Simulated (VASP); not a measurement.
Wanted: the native input for a VASP 6.6.1 run.

| Quantity | Value |
| --- | --- |
| Task | single point |
| Functional | PBE |
| Potentials or basis | VASP PAW PBE potentials, release 64 (Mn_pv, Pt) |
| Cutoff | 520 eV |
| k mesh | 18 × 18 × 8 |
| Occupations | gaussian, width 0.1 eV |
| Spin | collinear spin, ferromagnetic start |
| Starting moments | [4.0, 1.0, 1.0] μB |
| Dipole correction | no |
| Further INCAR settings | ALGO = Fast; EDIFF = 1e-07; NBANDS = 28 |

The structure of MnPt2 lies in POSCAR:

```
MnPt2
1.0
    2.8584044518      0.0000000000      0.0000000000
   -1.4292022259      2.4754508696      0.0000000000
    0.0000000000      0.0000000000      6.5325040000
Mn Pt
1 2
Direct
    0.0000000000      0.0000000000      0.0000000000
    0.3333333333      0.6666666667      0.6837940000
    0.6666666667      0.3333333333      0.3162060000
```

The input as run:

INCAR

```
PREC = Accurate
ENCUT = 520
EDIFF = 1E-7
ISMEAR = 0
SIGMA = 0.1
LREAL = F
LASPH = T
NELM = 150
ALGO = Fast
ISIF = 2
LWAVE = F
LCHARG = T
ISPIN = 2
MAGMOM = 4 1 1
LORBIT = 11
LMAXMIX = 4
GGA = PE
LELF = T
LVHAR = T
NBANDS = 28
```

KPOINTS

```
regular mesh
0
Gamma
  18 18 8
```

Potentials or basis: VASP PAW PBE potentials, release 64 (Mn_pv, Pt).

Launch:

```bash
$ cat potpaw_PBE.64/Mn_pv/POTCAR potpaw_PBE.64/Pt/POTCAR > POTCAR
$ mpirun -np 1 vasp_std > vasp.out
```

Results of the run:

The pressure is -0.5 GPa and the largest force is 0.027 eV/Å. The net moment is 4.57 μB per cell and the site moments are Mn +3.77; Pt +0.31 μB. The valence electrons inside the program's atomic spheres are Mn 11.55; Pt 9.23.

Wall time 13 min on 1 thread of Oxide Virtual Turin-like Processor, with other jobs on the host, peak memory 0.55 GiB.
